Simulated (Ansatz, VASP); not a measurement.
Ge in VASP and in Ansatz

The input INCAR:

```
PREC = Accurate ; ENCUT = 520
EDIFF = 1E-6 ; ISMEAR = 0
SIGMA = 0.1 ; LREAL = F
LASPH = T ; NELM = 80
ALGO = Normal ; ISIF = 2
LWAVE = F ; LCHARG = F
GGA = PE ; NBANDS = 66
```

The input KPOINTS:

```
Automatic mesh
0
Gamma
  4 4 2
```

The input POSCAR:

```
Ge
1.0
    2.8967988300     -4.0684775200      0.0000000000
    2.8967988300      4.0684775200      0.0000000000
    0.0000000000      0.0000000000      7.8733292500
Ge
8
Direct
    0.2763219500      0.7236780500      0.4922981200
    0.7236780500      0.2763219500      0.9922981200
    0.2763219500      0.7236780500      0.0077018800
    0.7236780500      0.2763219500      0.5077018800
    0.5973819700      0.4026180300      0.2500000000
    0.4026180300      0.5973819700      0.7500000000
    0.9839342400      0.0160657600      0.2500000000
    0.0160657600      0.9839342400      0.7500000000
```

Input for Ansatz:

```yaml
crystal:
  lattice:
    - [2.89679883, -4.06847752, 0.0]
    - [2.89679883, 4.06847752, 0.0]
    - [0.0, 0.0, 7.87332925]
  atoms:
    - { symbol: Ge, position: [0.27632195, 0.72367805, 0.49229812] }
    - { symbol: Ge, position: [0.72367805, 0.27632195, 0.99229812] }
    - { symbol: Ge, position: [0.27632195, 0.72367805, 0.00770188] }
    - { symbol: Ge, position: [0.72367805, 0.27632195, 0.50770188] }
    - { symbol: Ge, position: [0.59738197, 0.40261803, 0.25] }
    - { symbol: Ge, position: [0.40261803, 0.59738197, 0.75] }
    - { symbol: Ge, position: [0.98393424, 0.01606576, 0.25] }
    - { symbol: Ge, position: [0.01606576, 0.98393424, 0.75] }
basis:
  ecutwfc: 420
kpoints:
  mp_grid: { grid: [4, 4, 2] }
hamiltonian:
  xc: pbe
scf:
  occupations: { method: gaussian, width: 0.1 }
  lower_state_search: "off"
output:
  forces: true
  stress: true
  eigenvalues: true
```

Alike in both runs: task single point; functional PBE; k mesh 4 × 4 × 2; occupations gaussian, width 0.1 eV; no spin polarisation.

|  | VASP | Ansatz |
| --- | --- | --- |
| version | VASP 6.6.1 | Ansatz 0.2.0 |
| potentials or method | VASP PAW PBE potentials, release 64 (Ge_d), cutoff 520 eV | scalar-relativistic, plane waves, PAW |
| valence electrons in the cell | 112 | 112 |

Ansatz gave:

```
gap on the k mesh at the Fermi level (eV)                     : none
pressure (GPa)                                                : 0.2
traceless stress, the component that is largest in VASP (GPa) : 11.09
rms of the force components (eV/Å)                            : 1.184
```

Question: Which values does VASP return?

Answer: gap on the k mesh at the Fermi level (eV): none; pressure (GPa): 0.2; traceless stress, the component that is largest in VASP (GPa): 11.06; rms of the force components (eV/Å): 1.182.

Atom by atom the forces differ by 0.002 eV/Å (rms over components). A gap of «none» marks a metal or a gap that the smearing closes.

The k mesh is coarse, so the values compare programs but aren't converged.
